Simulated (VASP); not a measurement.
# Cd (P6_3/mmc) in VASP: a series of runs

Cd is run at these levels: PBEsol; tasks: single point.

Everything below comes from runs of VASP 6.6.1. Logs are shortened: lines on timing, memory, paths and dates and some standing lists are left out, and cuts for length are marked.

### Step 1. The cell of the first run

The structure is hexagonal, space group P6_3/mmc (No. 194). The conventional cell has a = 2.860 Å, b = 2.860 Å, c = 5.618 Å, α = 90.00°, β = 90.00°, γ = 120.00°. Cd (site symmetry -6m2) has 12 Cd at 2.86 to 3.26 Å within 3.8 Å.

### Step 2. Single point, PBEsol (strain -0.0400 x Voigt [1, 1, 0, 0, 0, 0])

INCAR

```
PREC = Accurate
ENCUT = 520
EDIFF = 1E-6
ISMEAR = 0
SIGMA = 0.15
LREAL = False
LASPH = True
NELM = 100
ALGO = Fast
ISIF = 2
LWAVE = False
LCHARG = True
GGA = PS
LELF = True
LVHAR = True
NBANDS = 19
```

KPOINTS

```
regular mesh
0
Gamma
  18 18 8
```

POSCAR

```
Cd
1.0
    2.8597176077      0.0000000000      0.0000000000
   -1.4298588039      2.4765880960      0.0000000000
    0.0000000000      0.0000000000      5.6176500000
Cd
2
Direct
    0.3333333333      0.6666666667      0.2500000000
    0.6666666667      0.3333333333      0.7500000000
```

Potentials or basis: VASP PAW PBE potentials, release 64 (Cd).

The run is started by

```
cat potpaw_PBE.64/Cd/POTCAR > POTCAR
mpirun -np 1 vasp_std > vasp.out
```

OUTCAR:

```text
PREC = Accurate
   ENCUT = 520
   EDIFF = 1E-6
   ISMEAR = 0
   LREAL = False
   LASPH = True
   NELM = 100
   ISIF = 2
   GGA = PS

 ion  position               nearest neighbor table
   1  0.333  0.667  0.250-   2 3.26   2 3.26   2 3.26   2 3.26   2 3.26   2 3.26
   2  0.667  0.333  0.750-   1 3.26   1 3.26   1 3.26   1 3.26   1 3.26   1 3.26

  LATTYP: Found a hexagonal cell.
 ALAT       =     2.8597176077
 C/A-ratio  =     1.9644072495

  Lattice vectors:

 A1 = (   2.8597176077,   0.0000000000,   0.0000000000)
 A2 = (  -1.4298588039,   2.4765880960,   0.0000000000)
 A3 = (   0.0000000000,   0.0000000000,   5.6176500000)

Analysis of symmetry for initial positions (statically):
=====================================================================
 Subroutine PRICEL returns:
 Original cell was already a primitive cell.

 Routine SETGRP: Setting up the symmetry group for a
 hexagonal supercell.

 Subroutine GETGRP returns: Found 24 space group operations
 (whereof 12 operations were pure point group operations)
 out of a pool of 24 trial point group operations.

The static configuration has the point symmetry D_3d.
 The point group associated with its full space group is D_6h.

Analysis of symmetry for dynamics (positions and initial velocities):
=====================================================================
 Subroutine PRICEL returns:
 Original cell was already a primitive cell.

 Routine SETGRP: Setting up the symmetry group for a
 hexagonal supercell.

 Subroutine GETGRP returns: Found 24 space group operations
 (whereof 12 operations were pure point group operations)
 out of a pool of 24 trial point group operations.

The dynamic configuration has the point symmetry D_3d.
 The point group associated with its full space group is D_6h.

 Subroutine INISYM returns: Found 24 space group operations
 (whereof 12 operations are pure point group operations),
 and found     1 'primitive' translations

----------------------------------------------------------------------------------------

                                     Primitive cell

  volume of cell :      39.7861

  direct lattice vectors                    reciprocal lattice vectors
     2.859717608  0.000000000  0.000000000     0.349684877  0.201890658  0.000000000
    -1.429858804  2.476588096  0.000000000     0.000000000  0.403781316  0.000000000
     0.000000000  0.000000000  5.617650000     0.000000000  0.000000000  0.178010378

  length of vectors
     2.859717608  2.859717608  5.617650000     0.403781316  0.403781316  0.178010378

  position of ions in fractional coordinates (direct lattice)
     0.333333333  0.666666667  0.250000000
     0.666666667  0.333333333  0.750000000

  ion indices of the primitive-cell ions
   primitive index   ion index
                 1           1
                 2           2

----------------------------------------------------------------------------------------

 KPOINTS: regular mesh

Automatic generation of k-mesh.
 Grid dimensions read from file:
 generate k-points for:   18   18    8

 Generating k-lattice:

  Cartesian coordinates                     Fractional coordinates (reciprocal lattice)
     0.019426938  0.011216148  0.000000000     0.055555556 -0.000000000  0.000000000
     0.000000000  0.022432295  0.000000000     0.000000000  0.055555556  0.000000000
     0.000000000  0.000000000  0.022251297     0.000000000  0.000000000  0.125000000

  Length of vectors
     0.022432295  0.022432295  0.022251297

  Shift w.r.t. Gamma in fractional coordinates (k-lattice)
     0.000000000  0.000000000  0.000000000

 Subroutine IBZKPT returns following result:
 ===========================================

 Found    185 irreducible k-points:

 Following reciprocal coordinates:
            Coordinates               Weight
  0.000000  0.000000  0.000000      1.000000
  0.055556 -0.000000  0.000000      6.000000
  0.111111 -0.000000  0.000000      6.000000
  0.166667 -0.000000  0.000000      6.000000
  0.222222 -0.000000  0.000000      6.000000
  0.277778 -0.000000  0.000000      6.000000
[... 16 lines left out ...]
  0.333333  0.111111  0.000000     12.000000
  0.388889  0.111111  0.000000     12.000000
 [... further k-points ...]
   k-points           NKPTS =    185   k-points in BZ     NKDIM =    185   number of bands    NBANDS=     19
   number of dos      NEDOS =    301   number of ions     NIONS =      2
   total plane-waves  NPLWV =  24192
   dimension x,y,z NGX =    24 NGY =   24 NGZ =   42
   dimension x,y,z NGXF=    48 NGYF=   48 NGZF=   84
   ions per type =               2
   NGX,Y,Z   is equivalent  to a cutoff of  13.95, 13.95, 12.43 a.u.
   NGXF,Y,Z  is equivalent  to a cutoff of  27.90, 27.90, 24.86 a.u.
 SYSTEM =  unknown system
   PREC   = accura    normal or accurate (medium, high low for compatibility)
   ISTART =      0    job   : 0-new  1-cont  2-samecut
   ICHARG =      2    charge: 1-file 2-atom 10-const
   ISPIN  =      1    spin polarized calculation?
   LNONCOLLINEAR =      F non collinear calculations
   LSORBIT =      F    spin-orbit coupling
   LASPH  =      T    aspherical Exc in radial PAW
   ENCUT  =  520.0 eV  38.22 Ry    6.18 a.u.   5.32  5.32 10.45*2*pi/ulx,y,z
   NELM   =    100;   NELMIN=  2; NELMDL= -5     # of ELM steps
   EDIFF  = 0.1E-05   stopping-criterion for ELM
   LREAL  =      F    real-space projection
   EDIFFG = 0.1E-04   stopping-criterion for IOM
   NSW    =      0    number of steps for IOM
   IBRION =     -1    ionic relax: 0-MD 1-quasi-New 2-CG
   NFREE  =      0    steps in history (QN), initial steepest desc. (CG)
   ISIF   =      2    stress and relaxation
   ISYM   =      2    0-nonsym 1-usesym 2-fastsym
   POTIM  = 0.5000    time-step for ionic-motion
   TEBEG  =    0.0;   TEEND  =   0.0 temperature during run
   PSTRESS=    0.0 pullay stress
   NELECT =      24.0000    total number of electrons
   NUPDOWN=      -1.0000    fix difference up-down
   EMIN   =  10.00;   EMAX   =-10.00  energy-range for DOS
   EFERMI =   0.00;   METHOD = LEGACY
   ISMEAR =     0;   SIGMA  =   0.15  broadening in eV -4-tet -1-fermi 0-gaus
   EFERMI_NEDOS =   21; number of points for ismear=-14 and -15
   IALGO  =     68    algorithm
   IMIX   =      4    mixing-type and parameters
     AMIX     =   0.40;   BMIX     =  1.00
     AMIX_MAG =   1.60;   BMIX_MAG =  1.00
  volume/ion in A,a.u.               =      19.89       134.25
  Fermi-wavevector in a.u.,A,eV,Ry     =   1.383252  2.613968 26.033207  1.913387
  Thomas-Fermi vector in A             =   2.507867
   LORBIT       =      0    0 simple, 1 ext, 2 COOP (PROOUT), +10 PAW based schemes
   GGA     = PS    functional components
   LHFCALC =     F    Hartree Fock is set to
   AEXX    =    0.0000 exact exchange contribution
   IVDW    =     0    specifies the selected vdW correction
   LEPSILON=     F    determine dielectric tensor
   LRPA    =     F    only Hartree local field effects (RPA)
 non-spin polarized calculation
 RMM-DIIS sequential band-by-band and
 Gauss-broadening in eV      SIGMA  =   0.15
  energy-cutoff  :      520.00
  volume of cell :       39.79
 maximum number of plane-waves:      1089
 NGX is ok and might be reduce to    24
   NGX = 11   NGY = 11   NGZ = 21

 number of electron      23.9999999 magnetization

 Free energy of the ion-electron system (eV)
  ---------------------------------------------------
  ext. energy  EPLUGINS =         0.00000000
  ---------------------------------------------------
  free energy    TOTEN  =        -2.34832727 eV

  energy without entropy =       -2.34497612  energy(sigma->0) =       -2.34665170

 E-fermi :   3.3513     XC(G=0): -11.6401

 val. band max:        3.2908047729   @ k =   0.0556   0.0556   0.2500
 cond. band min:       3.3773992235   @ k =   0.1111  -0.0000   0.2500
 fundamental gap:      0.0865944506
 Fermi energy:         3.3512536002

 k-point     1 :       0.0000    0.0000    0.0000
  band No.  band energies     occupation
      1      -6.9130      2.00000
      2      -6.6951      2.00000
      3      -6.0648      2.00000
      4      -6.0648      2.00000
      5      -6.0141      2.00000
      6      -6.0141      2.00000
[... 11 lines left out ...]
     18      19.9218      0.00000
     19      19.9218      0.00000

 k-point     2 :       0.0556   -0.0000    0.0000
  band No.  band energies     occupation
      1      -6.8692      2.00000
      2      -6.6373      2.00000
      3      -6.0852      2.00000
      4      -6.0319      2.00000
      5      -6.0285      2.00000
      6      -5.9787      2.00000
[... 11 lines left out ...]
     18      19.1072      0.00000
     19      20.3723      0.00000

 k-point     3 :       0.1111   -0.0000    0.0000
  band No.  band energies     occupation
      1      -6.7551      2.00000
      2      -6.5049      2.00000
      3      -6.1342      2.00000
      4      -6.0658      2.00000
      5      -5.9227      2.00000
      6      -5.8758      2.00000
[... 11 lines left out ...]
     18      18.3960      0.00000
     19      20.2345      0.00000

 k-point     4 :       0.1667   -0.0000    0.0000
  band No.  band energies     occupation
      1      -6.6461      2.00000
      2      -6.4025      2.00000
      3      -6.1910      2.00000
      4      -6.0322      2.00000
      5      -5.7571      2.00000
      6      -5.7149      2.00000
[... 11 lines left out ...]
     18      18.1969      0.00000
     19      18.2146      0.00000

 k-point     5 :       0.2222   -0.0000    0.0000
  band No.  band energies     occupation
      1      -6.6579      2.00000
      2      -6.4346      2.00000
      3      -6.1170      2.00000
      4      -5.8950      2.00000
      5      -5.8938      2.00000
      6      -5.6021      2.00000
[... 11 lines left out ...]
     18      16.5330      0.00000
     19      17.9802      0.00000

 k-point     6 :       0.2778   -0.0000    0.0000
  band No.  band energies     occupation
      1      -6.7552      2.00000
      2      -6.5533      2.00000
      3      -6.1206      2.00000
      4      -5.9584      2.00000
      5      -5.7401      2.00000
      6      -5.6908      2.00000
[... 11 lines left out ...]
     18      16.4966      0.00000
     19      17.7656      0.00000

 k-point     7 :       0.3333   -0.0000    0.0000
  band No.  band energies     occupation
      1      -6.8686      2.00000
      2      -6.6756      2.00000
      3      -6.3113      2.00000
      4      -5.8633      2.00000
      5      -5.8166      2.00000
      6      -5.5993      2.00000
[... 11 lines left out ...]
     18      17.4684      0.00000
     19      17.6023      0.00000

 k-point     8 :       0.3889   -0.0000    0.0000
  band No.  band energies     occupation
      1      -6.9660      2.00000
      2      -6.7763      2.00000
      3      -6.4539      2.00000
      4      -5.9608      2.00000
      5      -5.7053      2.00000
      6      -5.6403      2.00000
[... 256 lines left out ...]
 k-point    20 :       0.1667    0.1111    0.0000
  band No.  band energies     occupation
      1      -6.4929      2.00000
      2      -6.2945      2.00000
      3      -6.2321      2.00000
      4      -6.0184      2.00000
      5      -5.9309      2.00000
      6      -5.7308      2.00000
[... 11 lines left out ...]
     18      16.6433      0.00000
     19      17.3905      0.00000

 k-point    21 :       0.2222    0.1111    0.0000
  band No.  band energies     occupation
      1      -6.5985      2.00000
      2      -6.4008      2.00000
      3      -6.1312      2.00000
      4      -6.0554      2.00000
      5      -5.8257      2.00000
      6      -5.8229      2.00000
[... 11 lines left out ...]
     18      16.5337      0.00000
     19      16.6904      0.00000

 k-point    22 :       0.2778    0.1111    0.0000
  band No.  band energies     occupation
      1      -6.7139      2.00000
      2      -6.5173      2.00000
      3      -6.2999      2.00000
      4      -5.9071      2.00000
      5      -5.8704      2.00000
      6      -5.6181      2.00000
[... 11 lines left out ...]
     18      16.0441      0.00000
     19      16.3699      0.00000

 k-point    23 :       0.3333    0.1111    0.0000
  band No.  band energies     occupation
      1      -6.8099      2.00000
      2      -6.6125      2.00000
      3      -6.4258      2.00000
      4      -5.9693      2.00000
      5      -5.7277      2.00000
      6      -5.6818      2.00000
[... 11 lines left out ...]
     18      15.5278      0.00000
     19      16.0313      0.00000

 k-point    24 :       0.3889    0.1111    0.0000
  band No.  band energies     occupation
      1      -6.8727      2.00000
      2      -6.6744      2.00000
      3      -6.5031      2.00000
      4      -6.0080      2.00000
      5      -5.7284      2.00000
      6      -5.6390      2.00000
[... 11 lines left out ...]
     18      15.1956      0.00000
     19      15.8182      0.00000

 [... further k-points ...]
[... 5 lines left out ...]
  --------------------------------------------------------------------------------------
  -------------------------------------------------------------------------------------
  Total        1.8514293      1.8514293      0.5278200     -0.0000000      0.0000000      0.0000000
  in kB       74.5566039     74.5566039     21.2551805     -0.0000000      0.0000000      0.0000000
  external PRESSURE =      56.7894628 kB  Pullay stress =       0.0000000 kB

 VOLUME and BASIS-vectors are now :
 -----------------------------------------------------------------------------
  energy-cutoff  :      520.00
  volume of cell :       39.79
      direct lattice vectors                 reciprocal lattice vectors
     2.859717608  0.000000000  0.000000000     0.349684877  0.201890658  0.000000000
    -1.429858804  2.476588096  0.000000000     0.000000000  0.403781316  0.000000000
     0.000000000  0.000000000  5.617650000     0.000000000  0.000000000  0.178010378

 POSITION                                       TOTAL-FORCE (eV/Angst)
 -----------------------------------------------------------------------------------
     -0.00000      1.65106      1.40441        -0.000000      0.000000      0.000000
      1.42986      0.82553      4.21324         0.000000      0.000000      0.000000
 -----------------------------------------------------------------------------------
    total drift:                                0.000000     -0.000000      0.000000

  FREE ENERGIE OF THE ION-ELECTRON SYSTEM (eV)
  ---------------------------------------------------
  free  energy   TOTEN  =        -2.3483272726 eV

  energy  without entropy=       -2.3449761198  energy(sigma->0) =       -2.34665170
```

Run time: 36 s. Hardware: 1 thread of Intel Xeon 6975P-C (Granite Rapids), shared host; peak memory 0.24 GiB.

Results:

```
Free energy            : -2.3483 eV
Pressure               : 5.7 GPa
Band gap on the k mesh : zero (band 12 reaches 5.18 eV, above the bottom of band 13 at -0.01 eV)
```

Stress tensor (GPa, compression positive):
```
7.46 0.00 0.00
0.00 7.46 0.00
0.00 0.00 2.13
```

Caveat: the cell differs from its parent crystal (strain -0.0400 x Voigt [1, 1, 0, 0, 0, 0]); the PAW data sets were made with another functional, which shifts forces and pressure a little.

### Step 3. Single point, PBEsol (strain -0.0300 x Voigt [1, 1, 0, 0, 0, 0])

INCAR

```
SYSTEM = Cd
PREC = Accurate
ENCUT = 520
EDIFF = 1E-6
ISMEAR = 0
SIGMA = 0.15
LREAL = .False.
LASPH = .True.
NELM = 60
ALGO = Fast
ISIF = 2
LWAVE = .False.
LCHARG = .False.
GGA = PS
NBANDS = 19
```

KPOINTS

```
regular mesh
0
Gamma
  18 18 8
  0 0 0
```

POSCAR

```
Cd
1.0
    2.8895063328      0.0000000000      0.0000000000
   -1.4447531664      2.5023858886      0.0000000000
    0.0000000000      0.0000000000      5.6176500000
Cd
2
Direct
    0.3333333333      0.6666666667      0.2500000000
    0.6666666667      0.3333333333      0.7500000000
```

Potentials or basis: VASP PAW PBE potentials, release 64 (Cd).

The run is started by

```
cat potpaw_PBE.64/Cd/POTCAR > POTCAR
mpirun -np 1 vasp_std > vasp.out
```

Run time: 35 s. Hardware: 1 thread of Intel Xeon 6975P-C (Granite Rapids), shared host; peak memory 0.24 GiB.

The run converged. Its results:

* Free energy: -2.3794 eV
* Pressure: 3.6 GPa
* Band gap on the k mesh: zero (band 12 reaches 4.98 eV, above the bottom of band 13 at -0.08 eV)

Stress tensor (GPa, compression positive):
```
4.61 0.00 0.00
0.00 4.61 0.00
0.00 0.00 1.44
```

Levels at points of the mesh, in eV from the Fermi level:
```tsv
k point	band 8	band 9	band 10	band 11	band 12	band 13	band 14	band 15	band 16	band 17
(0.00, 0.00, 0.00)	-8.72	-8.72	-8.47	-8.47	-3.46	-3.32	10.09	14.73	15.02	16.08
(0.50, 0.00, 0.00)	-8.54	-8.14	-8.12	-2.44	-1.73	1.96	3.07	3.41	5.37	9.03
(0.00, 0.00, 0.50)	-8.58	-8.58	-8.58	-7.77	-7.77	3.38	3.38	15.33	15.33	16.99
(0.50, 0.00, 0.50)	-8.51	-8.13	-8.13	-1.69	-1.69	0.35	0.35	8.05	8.05	10.68
```

Caveat: the cell differs from its parent crystal (strain -0.0300 x Voigt [1, 1, 0, 0, 0, 0]); the PAW data sets were made with another functional, which shifts forces and pressure a little.

### Step 4. Single point, PBEsol (strain -0.0200 x Voigt [1, 1, 0, 0, 0, 0])

INCAR

```
SYSTEM = Cd
ALGO = Fast
EDIFF = 1E-7
ENCUT = 520
GGA = PS
ISIF = 2
ISMEAR = 0
LASPH = .TRUE.
LCHARG = .FALSE.
LREAL = .FALSE.
LWAVE = .FALSE.
NBANDS = 19
NELM = 80
PREC = Accurate
SIGMA = 0.15
```

KPOINTS

```
k-points
0
G
  18 18 8
  0 0 0
```

POSCAR

```
Cd
1.0
    2.9192950579      0.0000000000      0.0000000000
   -1.4596475289      2.5281836813      0.0000000000
    0.0000000000      0.0000000000      5.6176500000
Cd
2
Direct
    0.3333333333      0.6666666667      0.2500000000
    0.6666666667      0.3333333333      0.7500000000
```

The run is started by

```
cat potpaw_PBE.64/Cd/POTCAR > POTCAR
mpirun -np 1 vasp_std > vasp.out
```

Wall time 36 s (1 thread of Intel Xeon 6975P-C (Granite Rapids), shared host); peak memory 0.24 GiB.

Results (log left out):

```
Free energy            : -2.3969 eV
Pressure               : 1.7 GPa
Band gap on the k mesh : zero (band 12 reaches 4.76 eV, above the bottom of band 13 at -0.14 eV)
```

Stress tensor (GPa, compression positive):
```
2.19 0.00 0.00
0.00 2.19 0.00
0.00 0.00 0.76
```

Levels at points of the mesh, in eV from the Fermi level:
| k point | band 8 | band 9 | band 10 | band 11 | band 12 | band 13 | band 14 | band 15 | band 16 | band 17 |
| --- | --- | --- | --- | --- | --- | --- | --- | --- | --- | --- |
| (0.00, 0.00, 0.00) | -8.75 | -8.75 | -8.50 | -8.50 | -3.37 | -3.27 | 10.20 | 14.70 | 14.82 | 15.61 |
| (0.50, 0.00, 0.00) | -8.55 | -8.19 | -8.16 | -2.46 | -1.82 | 1.91 | 3.00 | 3.27 | 5.28 | 8.75 |
| (0.00, 0.00, 0.50) | -8.61 | -8.61 | -8.61 | -7.68 | -7.68 | 3.44 | 3.44 | 15.10 | 15.10 | 16.54 |
| (0.50, 0.00, 0.50) | -8.52 | -8.17 | -8.17 | -1.70 | -1.70 | 0.20 | 0.20 | 8.01 | 8.01 | 10.39 |

Caveat: the cell differs from its parent crystal (strain -0.0200 x Voigt [1, 1, 0, 0, 0, 0]); the PAW data sets were made with another functional, which shifts forces and pressure a little.

[end of part 1 of 2]
